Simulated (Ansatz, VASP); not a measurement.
MoSe in VASP and in Ansatz

```xyz
2
Lattice="3.3581 0.0000 0.0000 0.0000 3.3581 0.0000 0.0000 0.0000 3.3581" Properties=species:S:1:pos:R:3 pbc="T T T"
Mo    0.0000    0.0000    0.0000
Se    1.6790    1.6790    1.6790
```

Alike in both runs: task single point; functional r2SCAN; k mesh 12 × 12 × 12; occupations gaussian, width 0.1 eV; collinear spin; Hubbard terms Mo d U = 4.38 eV.

```csv
,VASP,Ansatz
version,VASP 6.6.1,Ansatz 0.2.0
potentials or method,"VASP PAW PBE potentials, release 64 (Mo_sv, Se), cutoff 520 eV","scalar-relativistic, plane waves, PAW"
valence electrons in the cell,20,30
```

Ansatz gave:

| Item | Value |
| --- | --- |
| gap on the k mesh at the Fermi level (eV) | none |
| pressure (GPa) | 15.3 |
| net moment per atom (μB) | 2.00 |
| size of the moment on the site where the two differ most (μB) | 3.56 |

Which values does VASP return?

gap on the k mesh at the Fermi level (eV): none; pressure (GPa): -7.2; net moment per atom (μB): 1.11; size of the moment on the site where the two differ most (μB): 2.32.

The net moments are unlike, so the other rows may belong to different states. VASP's potentials were made for PBE, not for r2SCAN. Site moments also hang on the region over which each program counts them. The programs project onto different local orbitals, so the same U acts differently, and such runs can settle in different states. A gap of «none» marks a metal or a gap that the smearing closes. VASP's potentials hold 20 valence electrons a cell and Ansatz's 30, so a difference there can come from the potentials and not from the codes. Ansatz's warnings: filled band counts differ across k points, stability check not made.
